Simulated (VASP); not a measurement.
# Pb (R-3m) in VASP: further runs, part 2 of 2

VASP 6.6.1. The steps go on from the part before.

### 3 Relaxation of cell and atoms, PBE

This run uses another cell than the first one, of 32.46 Å³/atom, 1.015 times its volume.

File INCAR:

```
SYSTEM = Pb
PREC = Accurate ; ENCUT = 600
EDIFF = 1E-7 ; ISMEAR = 0
SIGMA = 0.1 ; LREAL = .False.
LASPH = .True. ; NELM = 100
ALGO = Normal ; ISIF = 3
LWAVE = .False. ; LCHARG = .False.
GGA = PE ; IBRION = 2
NSW = 90 ; EDIFFG = -0.04
```

File KPOINTS:

```
Automatic mesh
0
Gamma
  6 6 6
  0 0 0
```

File POSCAR:

```
Pb
1.0
    2.1619963628      1.2482291821      4.0091630465
   -2.1619963628      1.2482291821      4.0091630465
    0.0000000000     -2.4964583641      4.0091630465
Pb
2
Direct
    0.2275400000      0.2275400000      0.2275400000
    0.7724600000      0.7724600000      0.7724600000
```

Potentials or basis: VASP PAW PBE potentials, release 64 (Pb_d).

On the command line:

```bash
cat potpaw_PBE.64/Pb_d/POTCAR > POTCAR
mpirun -np 1 vasp_std > vasp.out
```

OUTCAR:

```text
SYSTEM = Pb
   PREC = Accurate
   ENCUT = 600
   EDIFF = 1E-7
   ISMEAR = 0
   LREAL = .False.
   LASPH = .True.
   NELM = 100
   ISIF = 3
   GGA = PE
   IBRION = 2
   NSW = 90
   EDIFFG = -0.04

 ion  position               nearest neighbor table
   1  0.228  0.228  0.228-   2 2.89   2 2.89   2 2.89   2 3.56   2 3.56   2 3.56
   2  0.772  0.772  0.772-   1 2.89   1 2.89   1 2.89   1 3.56   1 3.56   1 3.56

  LATTYP: Found a trigonal (rhomboedric) cell.
 ALAT       =     4.7228902906
 COS(alpha) =     0.5808936906

  Lattice vectors:

 A1 = (   2.1619963628,   1.2482291821,   4.0091630465)
 A2 = (  -2.1619963628,   1.2482291821,   4.0091630465)
 A3 = (   0.0000000000,  -2.4964583641,   4.0091630465)

Analysis of symmetry for initial positions (statically):
=====================================================================
 Subroutine PRICEL returns:
 Original cell was already a primitive cell.

 Routine SETGRP: Setting up the symmetry group for a
 trigonal (rhombohedral) supercell.

 Subroutine GETGRP returns: Found 12 space group operations
 (whereof 12 operations were pure point group operations)
 out of a pool of 12 trial point group operations.

The static configuration has the point symmetry D_3d.

Analysis of symmetry for dynamics (positions and initial velocities):
=====================================================================
 Subroutine PRICEL returns:
 Original cell was already a primitive cell.

 Routine SETGRP: Setting up the symmetry group for a
 trigonal (rhombohedral) supercell.

 Subroutine GETGRP returns: Found 12 space group operations
 (whereof 12 operations were pure point group operations)
 out of a pool of 12 trial point group operations.

The dynamic configuration has the point symmetry D_3d.

 Subroutine INISYM returns: Found 12 space group operations
 (whereof 12 operations are pure point group operations),
[... 106 lines left out ...]
   PSTRESS=    0.0 pullay stress
   NELECT =      28.0000    total number of electrons
   NUPDOWN=      -1.0000    fix difference up-down
   EMIN   =  10.00;   EMAX   =-10.00  energy-range for DOS
   EFERMI =   0.00;   METHOD = LEGACY
   ISMEAR =     0;   SIGMA  =   0.10  broadening in eV -4-tet -1-fermi 0-gaus
   EFERMI_NEDOS =   21; number of points for ismear=-14 and -15
   IALGO  =     38    algorithm
   IMIX   =      4    mixing-type and parameters
     AMIX     =   0.40;   BMIX     =  1.00
     AMIX_MAG =   1.60;   BMIX_MAG =  1.00
  volume/ion in A,a.u.               =      32.46       219.04
  Fermi-wavevector in a.u.,A,eV,Ry     =   1.236923  2.337446 20.816630  1.529979
  Thomas-Fermi vector in A             =   2.371512
   LORBIT       =      0    0 simple, 1 ext, 2 COOP (PROOUT), +10 PAW based schemes
   GGA     = PE    functional components
   LHFCALC =     F    Hartree Fock is set to
   AEXX    =    0.0000 exact exchange contribution
   IVDW    =     0    specifies the selected vdW correction
   LEPSILON=     F    determine dielectric tensor
   LRPA    =     F    only Hartree local field effects (RPA)
 conjugate gradient relaxation of ions
 non-spin polarized calculation
 Gauss-broadening in eV      SIGMA  =   0.10
  energy-cutoff  :      600.00
  volume of cell :       64.92
 maximum number of plane-waves:      2189
 NGX is ok and might be reduce to    40
   NGX = 19   NGY = 19   NGZ = 19

--------------------------------------- Ionic step        1  -------------------------------------------

 number of electron      27.9999999 magnetization

 Free energy of the ion-electron system (eV)
  ---------------------------------------------------
  ext. energy  EPLUGINS =         0.00000000
  ---------------------------------------------------
  free energy    TOTEN  =        -6.24476929 eV

  energy without entropy =       -6.23815970  energy(sigma->0) =       -6.24146450

------------------------ aborting loop because EDIFF is reached ----------------------------------------

  FORCE on cell =-STRESS in cart. coord.  units (eV):
  Direction    XX          YY          ZZ          XY          YZ          ZX
  --------------------------------------------------------------------------------------
  -------------------------------------------------------------------------------------
  Total        2.8319865      2.8319865      1.9973201     -0.0000000      0.0000000      0.0000000
  in kB       69.8952234     69.8952235     49.2951276     -0.0000000      0.0000000      0.0000000
  external PRESSURE =      63.0285248 kB  Pullay stress =       0.0000000 kB
[... 1116 lines left out ...]
     17      12.6761      0.00000
     18      15.9010      0.00000

 [... further k-points ...]

[... ionic steps 4 to 9 ...]

--------------------------------------- Ionic step       10  -------------------------------------------

 number of electron      28.0000002 magnetization

------------------------ aborting loop because EDIFF is reached ----------------------------------------
[... 67 lines left out ...]
--------------------------------------- Ionic step       12  -------------------------------------------

 number of electron      28.0000001 magnetization

 Free energy of the ion-electron system (eV)
  ---------------------------------------------------
  ext. energy  EPLUGINS =         0.00000000
  ---------------------------------------------------
  free energy    TOTEN  =        -6.73296041 eV

  energy without entropy =       -6.72463528  energy(sigma->0) =       -6.72879785

 E-fermi :   5.7526     XC(G=0):  -9.4972

 val. band max:        5.7340873065   @ k =   0.3333   0.0000   0.0000
 cond. band min:       5.7547307010   @ k =  -0.3333   0.1667   0.1667
 fundamental gap:      0.0206433945
 Fermi energy:         5.7525809328
[... 533 lines left out ...]
  FREE ENERGIE OF THE ION-ELECTRON SYSTEM (eV)
  ---------------------------------------------------
  free  energy   TOTEN  =        -6.7329604107 eV

  energy  without entropy=       -6.7246352812  energy(sigma->0) =       -6.72879785

 reached required accuracy - stopping structural energy minimisation
```

OSZICAR:

```text
N       E                     dE             d eps       ncg     rms          rms(c)
DAV:   1     0.292519301978E+03    0.29252E+03   -0.15570E+04  1152   0.203E+03
DAV:   2     0.141057221140E+02   -0.27841E+03   -0.27466E+03  1156   0.446E+02
DAV:   3    -0.567879581536E+01   -0.19785E+02   -0.19590E+02  1430   0.152E+02
[... 138 lines left out ...]
DAV:   4    -0.673295233196E+01   -0.72890E-05   -0.57975E-05  1274   0.758E-02    0.643E-03
DAV:   5    -0.673295839052E+01   -0.60586E-05   -0.10117E-05  1398   0.261E-02    0.368E-03
DAV:   6    -0.673296099442E+01   -0.26039E-05   -0.15324E-06  1258   0.931E-03    0.917E-04
DAV:   7    -0.673296048937E+01    0.50505E-06   -0.14425E-07   886   0.496E-03    0.309E-04
DAV:   8    -0.673296041067E+01    0.78702E-07   -0.15153E-08   616   0.185E-03
  12 F= -.67329604E+01 E0= -.67287978E+01  d E =-.328268E-02
```

CONTCAR:

```text
Pb
   1.00000000000000
     2.2069174784836783    1.2741644003338808    4.0766258960328949
    -2.2069174784836783    1.2741644003338808    4.0766258960328949
    -0.0000000000000000   -2.5483288005648803    4.0766258960326534
  Pb
     2
Direct
     0.2501386521176616    0.2501386521176616    0.2501386521176941
     0.7498613478823384    0.7498613478823384    0.7498613478823056

  0.00000000E+00  0.00000000E+00  0.00000000E+00
  0.00000000E+00  0.00000000E+00  0.00000000E+00
```

It took 4.2 min on 1 thread of Intel Xeon 6975P-C (Granite Rapids), shared host; peak memory 0.25 GiB.

Results:

```yaml
Free_energy: -6.7330 eV
Relaxed_volume: 34.39 Å³/atom
Relaxed_cell: a = 4.808 Å, b = 4.808 Å, c = 4.808 Å, α = 54.65°, β = 54.65°, γ = 54.65°
Space_group_after_relaxing_to_0.05_Å: R-3m (No. 166)
Energy_gained_by_relaxing: 244.1 meV/atom
Ionic_steps: 12
Pressure_after_relaxing: 0.0 GPa
Largest_force_after_relaxing: 0.010 eV/Å
Band_gap_on_the_k_mesh: zero (band 14 reaches 7.71 eV, above the bottom of band 15 at 4.48 eV)
```

Forces in eV/Å, atoms in the order of the input:
```
Pb   0.000  0.000 -0.010
Pb   0.000  0.000  0.010
```

The path:
| step | energy change (eV) | largest force (eV/Å) | pressure (GPa) | volume (Å³) |
| --- | --- | --- | --- | --- |
| 1 | 0.0000 | 1.6866 | 6.30 | 64.92 |
| 2 | -0.2733 | 0.5111 | -2.12 | 77.66 |
| 3 | -0.2818 | 0.6377 | -1.19 | 75.29 |
| 4 | -0.3401 | 0.6252 | -0.99 | 73.49 |
| 5 | -0.4649 | 0.3573 | 0.41 | 68.28 |
| 6 | -0.0510 | 1.3851 | 10.06 | 58.60 |
| 7 | -0.4696 | 0.3001 | 0.93 | 67.24 |
| 8 | -0.4719 | 0.1430 | 1.64 | 65.97 |
| 9 | -0.4775 | 0.2409 | -0.06 | 68.99 |
| 10 | -0.4849 | 0.0899 | 0.60 | 67.63 |
| 11 | -0.4880 | 0.0071 | -0.17 | 69.04 |
| 12 | -0.4882 | 0.0099 | -0.03 | 68.78 |

Final structure:
```
Pb
1.0
     2.20692    1.27416    4.07663
    -2.20692    1.27416    4.07663
     0.00000   -2.54833    4.07663
Pb
2
Direct
  0.25014 0.25014 0.25014
  0.74986 0.74986 0.74986
```

Levels at points of the mesh, in eV from the Fermi level:
| k point | band 11 | band 12 | band 13 | band 14 | band 15 | band 16 | band 17 | band 18 |
| --- | --- | --- | --- | --- | --- | --- | --- | --- |
| (0.00, 0.00, 0.00) | -11.10 | -4.42 | -0.72 | 0.77 | 0.77 | 4.76 | 4.76 | 5.19 |
| (0.50, 0.00, 0.00) | -8.54 | -8.53 | 0.58 | 0.60 | 1.49 | 1.50 | 1.50 | 1.51 |
| (0.50, 0.50, 0.00) | -8.78 | -6.58 | -3.86 | -2.17 | -1.27 | 3.57 | 6.70 | 6.94 |
| (0.50, 0.50, 0.50) | -8.91 | -8.89 | 1.96 | 1.96 | 1.97 | 1.97 | 2.03 | 2.05 |

Caveat: spin-orbit coupling is left out, which moves the levels of the heavy elements.

### 4 Relaxation of cell and atoms, PBE

This run uses another cell than the first one, of 32.80 Å³/atom, 1.025 times its volume.

File INCAR:

```
ALGO     = Normal         # electronic algorithm
EDIFF    = 1E-6           # SCF threshold, eV
EDIFFG   = -0.04          # ionic threshold
ENCUT    = 600            # plane-wave cutoff, eV
GGA      = PE             # functional
IBRION   = 2              # ionic algorithm
ISIF     = 3              # what is computed and relaxed
ISMEAR   = 0              # smearing method
LASPH    = T              # aspherical terms in the spheres
LCHARG   = F              # write CHGCAR
LREAL    = F              # projectors in reciprocal space
LWAVE    = F              # write WAVECAR
NELM     = 60             # most SCF steps
NSW      = 90             # ionic steps
PREC     = Accurate       # precision mode
SIGMA    = 0.1            # smearing width, eV
```

File KPOINTS:

```
k-points
0
Gamma
  6 6 6
```

File POSCAR:

```
Pb
1.0
    2.2156673973      1.2792161683      3.8572758555
   -2.2156673973      1.2792161683      3.8572758555
    0.0000000000     -2.5584323365      3.8572758555
Pb
2
Direct
    0.2336400000      0.2336400000      0.2336400000
    0.7663600000      0.7663600000      0.7663600000
```

Potentials or basis: VASP PAW PBE potentials, release 64 (Pb_d).

On the command line:

```bash
cat potpaw_PBE.64/Pb_d/POTCAR > POTCAR
mpirun -np 1 vasp_std > vasp.out
```

OUTCAR:

```text
EDIFF = 1E-6
   EDIFFG = -0.04
   ENCUT = 600
   GGA = PE
   IBRION = 2
   ISIF = 3
   ISMEAR = 0
   LASPH = T
   LREAL = F
   NELM = 60
   NSW = 90
   PREC = Accurate

 ion  position               nearest neighbor table
   1  0.234  0.234  0.234-   2 2.99   2 2.99   2 2.99   2 3.45   2 3.45   2 3.45
   2  0.766  0.766  0.766-   1 2.99   1 2.99   1 2.99   1 3.45   1 3.45   1 3.45

  LATTYP: Found a trigonal (rhomboedric) cell.
 ALAT       =     4.6286232344
 COS(alpha) =     0.5417151843

  Lattice vectors:

 A1 = (   2.2156673973,   1.2792161683,   3.8572758555)
 A2 = (  -2.2156673973,   1.2792161683,   3.8572758555)
 A3 = (   0.0000000000,  -2.5584323365,   3.8572758555)

Analysis of symmetry for initial positions (statically):
=====================================================================
 Subroutine PRICEL returns:
 Original cell was already a primitive cell.
[... 428 lines left out ...]
  ext. energy  EPLUGINS =         0.00000000
  ---------------------------------------------------
  free energy    TOTEN  =        -6.74352691 eV

  energy without entropy =       -6.73378118  energy(sigma->0) =       -6.73865405

 E-fermi :   5.6054     XC(G=0):  -9.4872

 val. band max:        5.5839201971   @ k =   0.3333   0.1667   0.0000
 cond. band min:       5.6328406338   @ k =  -0.1667   0.1667   0.1667
 fundamental gap:      0.0489204366
 Fermi energy:         5.6054366701

 k-point     1 :       0.0000    0.0000    0.0000
  band No.  band energies     occupation
      1     -11.4743      2.00000
      2     -11.4743      2.00000
      3     -11.2525      2.00000
      4     -11.2525      2.00000
      5     -11.2454      2.00000
      6     -10.9331      2.00000
[... 481 lines left out ...]
      5     -11.0726      2.00000
      6     -11.0635      2.00000
[... 10 lines left out ...]
     17      10.6090      0.00000
     18      13.2336      0.00000

 [... further k-points ...]
[... 5 lines left out ...]
  --------------------------------------------------------------------------------------
  -------------------------------------------------------------------------------------
  Total       -0.0316707     -0.0316707      0.0200216      0.0000000      0.0000000      0.0000000
  in kB       -0.7371145     -0.7371145      0.4659888      0.0000000      0.0000000      0.0000000
  external PRESSURE =      -0.3360801 kB  Pullay stress =       0.0000000 kB
[... 17 lines left out ...]
  FREE ENERGIE OF THE ION-ELECTRON SYSTEM (eV)
  ---------------------------------------------------
  free  energy   TOTEN  =        -6.7435269146 eV

  energy  without entropy=       -6.7337811814  energy(sigma->0) =       -6.73865405

 reached required accuracy - stopping structural energy minimisation
```

CONTCAR:

```text
Pb
   1.00000000000000
     2.3161977849260373    1.3372574146577629    3.7041774294127658
    -2.3161977849260373    1.3372574146577629    3.7041774294127658
     0.0000000000000000   -2.6745148292154561    3.7041774294143264
  Pb
     2
Direct
     0.2497648384426735    0.2497648384426735    0.2497648384426773
     0.7502351615573266    0.7502351615573266    0.7502351615573227

  0.00000000E+00  0.00000000E+00  0.00000000E+00
  0.00000000E+00  0.00000000E+00  0.00000000E+00
```

Wall time 2.6 min (1 thread of Intel Xeon Platinum 8559C (Emerald Rapids), shared host); peak memory 0.25 GiB.

What came out:

* Free energy: -6.7435 eV
* Relaxed volume: 34.42 Å³/atom
* Relaxed cell: a = 4.569 Å, b = 4.569 Å, c = 4.569 Å, α = 60.92°, β = 60.92°, γ = 60.92°
* Space group after relaxing (to 0.05 Å): R-3m (No. 166)
* Energy gained by relaxing: 123.9 meV/atom
* Ionic steps: 8
* Pressure after relaxing: 0.0 GPa
* Largest force after relaxing: 0.015 eV/Å
* Band gap on the k mesh: zero (band 14 reaches 7.16 eV, above the bottom of band 15 at 4.04 eV)

Forces on the atoms (eV/Å):
```
Pb   0.000  0.000  0.015
Pb   0.000  0.000 -0.015
```

The path:
```tsv
step	energy change (eV)	largest force (eV/Å)	pressure (GPa)	volume (Å³)
1	0.0000	1.1886	3.74	65.60
2	-0.1489	0.5143	-1.29	73.12
3	-0.1490	0.5099	-1.31	73.18
4	-0.1987	0.3975	-0.87	71.45
5	-0.2402	0.1948	0.12	68.72
6	-0.2438	0.1064	0.65	67.66
7	-0.2477	0.0023	-0.16	69.05
8	-0.2478	0.0150	-0.03	68.84
```

Final structure:
```
CELL_PARAMETERS angstrom
2.31620 1.33726 3.70418
-2.31620 1.33726 3.70418
0.00000 -2.67451 3.70418
ATOMIC_POSITIONS crystal
Pb 0.24976 0.24976 0.24976
Pb 0.75024 0.75024 0.75024
```

Levels at points of the mesh, in eV from the Fermi level:
| k point | band 12 | band 13 | band 14 | band 15 | band 16 | band 17 |
| --- | --- | --- | --- | --- | --- | --- |
| (0.00, 0.00, 0.00) | -4.14 | 0.28 | 0.28 | 0.52 | 4.90 | 4.98 |
| (0.50, 0.00, 0.00) | -8.52 | 1.45 | 1.45 | 1.50 | 1.53 | 1.63 |
| (0.50, 0.50, 0.00) | -6.43 | -3.74 | -1.72 | -1.56 | 3.63 | 7.14 |
| (0.50, 0.50, 0.50) | -8.45 | 1.33 | 1.35 | 1.43 | 1.43 | 1.44 |

Caveat: spin-orbit coupling is left out, which moves the levels of the heavy elements.

### 5 Relaxation of cell and atoms, PBE

This run uses another cell than the first one, of 39.45 Å³/atom, 1.233 times its volume.

File INCAR:

```
PREC = Accurate
ENCUT = 600
EDIFF = 1E-7
ISMEAR = 0
SIGMA = 0.1
LREAL = F
LASPH = T
NELM = 100
ALGO = Normal
ISIF = 3
LWAVE = F
LCHARG = F
GGA = PE
IBRION = 2
NSW = 90
EDIFFG = -0.04
```

File KPOINTS:

```
regular mesh
0
Gamma
  6 6 6
```

File POSCAR:

```
Pb
1.0
    2.7468249867      1.5858801455      3.0186189144
   -2.7468249867      1.5858801455      3.0186189144
    0.0000000000     -3.1717602910      3.0186189144
Pb
2
Direct
    0.3333333333      0.3333333333      0.3333333333
    0.6666666667      0.6666666667      0.6666666667
```

On the command line:

```bash
cat potpaw_PBE.64/Pb_d/POTCAR > POTCAR
mpirun -np 1 vasp_std > vasp.out
```

Wall time 12 min (1 thread of Intel Xeon 6975P-C, shared host); peak memory 0.24 GiB.

Results (log left out):

```yaml
Free_energy: -7.0725 eV
Relaxed_volume: 31.60 Å³/atom
Relaxed_cell: a = 3.983 Å, b = 3.983 Å, c = 3.983 Å, α = 89.97°, β = 89.97°, γ = 89.97°
Space_group_after_relaxing_to_0.05_Å: Im-3m (No. 229)
Energy_gained_by_relaxing: 295.4 meV/atom
Ionic_steps: 26
Pressure_after_relaxing: 0.1 GPa
Largest_force_after_relaxing: 0.038 eV/Å
```

Forces in eV/Å, atoms in the order of the input:
```
Pb   0.000  0.000 -0.038
Pb   0.000  0.000  0.038
```

The path:
| step | energy change (eV) | largest force (eV/Å) | pressure (GPa) | volume (Å³) |
| --- | --- | --- | --- | --- |
| 1 | 0.0000 | 0.7539 | 0.18 | 78.90 |
| 2 | -0.0528 | 0.3658 | -0.40 | 79.38 |
| 3 | -0.0611 | 0.2211 | -0.59 | 79.65 |
| 4 | -0.0785 | 0.2603 | -0.19 | 77.86 |
| 5 | -0.1155 | 0.3814 | 1.23 | 72.63 |
| 6 | -0.0743 | 0.6958 | 6.03 | 62.77 |
| 7 | -0.1170 | 0.4802 | 2.36 | 69.58 |
| 8 | -0.1215 | 0.4812 | 2.37 | 69.39 |
| 9 | -0.1347 | 0.4859 | 2.43 | 68.84 |
| 10 | -0.1602 | 0.5110 | 2.63 | 67.72 |
| 11 | -0.2158 | 0.5388 | 3.16 | 65.48 |
| 12 | -0.3131 | 0.6475 | 4.86 | 60.93 |
| 13 | -0.1454 | 0.1082 | 14.12 | 51.59 |
| 14 | -0.3074 | 0.8465 | 6.46 | 58.63 |
| 15 | -0.3150 | 0.7788 | 8.92 | 55.13 |
| 16 | -0.3353 | 0.6977 | 8.82 | 54.99 |
| 17 | -0.3686 | 0.3495 | 8.93 | 54.53 |
| 18 | -0.4025 | 0.3331 | 7.98 | 55.16 |
| 19 | -0.4842 | 0.2881 | 5.48 | 57.07 |
| 20 | -0.5708 | 0.2106 | 1.67 | 61.03 |
| 21 | -0.5832 | 0.1773 | 0.28 | 63.04 |
| 22 | -0.5836 | 0.1697 | -0.04 | 63.53 |
| 23 | -0.5842 | 0.1642 | -0.03 | 63.52 |
| 24 | -0.5857 | 0.1468 | -0.02 | 63.47 |
| 25 | -0.5881 | 0.1109 | 0.02 | 63.38 |
| 26 | -0.5909 | 0.0380 | 0.11 | 63.19 |

Final structure:
```
Pb
1.0
     2.81585    1.62573    2.30075
    -2.81585    1.62573    2.30075
     0.00000   -3.25146    2.30075
Pb
2
Direct
  0.25137 0.25137 0.25137
  0.74863 0.74863 0.74863
```

Levels at points of the mesh, in eV from the Fermi level:
```tsv
k point	band 12	band 13	band 14	band 15	band 16	band 17
(0.00, 0.00, 0.00)	-5.19	-0.18	-0.18	-0.17	4.68	4.68
(0.50, 0.00, 0.00)	-8.94	1.12	1.16	2.63	2.63	2.69
(0.50, 0.50, 0.00)	-7.72	-3.71	-3.71	3.48	3.49	5.17
(0.50, 0.50, 0.50)	-7.06	-0.88	-0.85	-0.85	-0.79	-0.79
```

Caveat: the volume moved by over 15 % at a fixed basis, so the end points are rough; the bands computed are all filled at some k points, so no gap is given; spin-orbit coupling is left out, which moves the levels of the heavy elements.

### 6 Overview

```tsv
task	cell	cutoff (eV)	gap on the mesh (eV)	pressure (GPa)	relaxed volume (Å³/atom)	largest force (eV/Å)
single point	a = 5.888 Å, angles 36.3°, 2 atoms	520	none	0.3	-	-
relaxation of cell and atoms	relaxed from a = 4.723 Å, angles 54.5°, 2 atoms	600	none	0.0	34.39	0.01
relaxation of cell and atoms	relaxed from a = 4.629 Å, angles 57.2°, 2 atoms	600	none	0.0	34.42	0.01
relaxation of cell and atoms	relaxed from a = 4.379 Å, angles 77.7°, 2 atoms	600	-	0.1	31.60	0.04
```

Alike in all rows: level PBE; potentials or basis VASP PAW PBE potentials, release 64 (Pb_d); no spin polarisation; k mesh 6 × 6 × 6; smearing gaussian 0.1 eV.

Caveats: spin-orbit coupling is left out, which moves the levels of the heavy elements; the volume moved by over 15 % at a fixed basis, so the end points are rough (some runs); the bands computed are all filled at some k points, so no gap is given (some runs).

Total energies depend on the potentials used, so only differences within one code and one set of settings carry meaning.
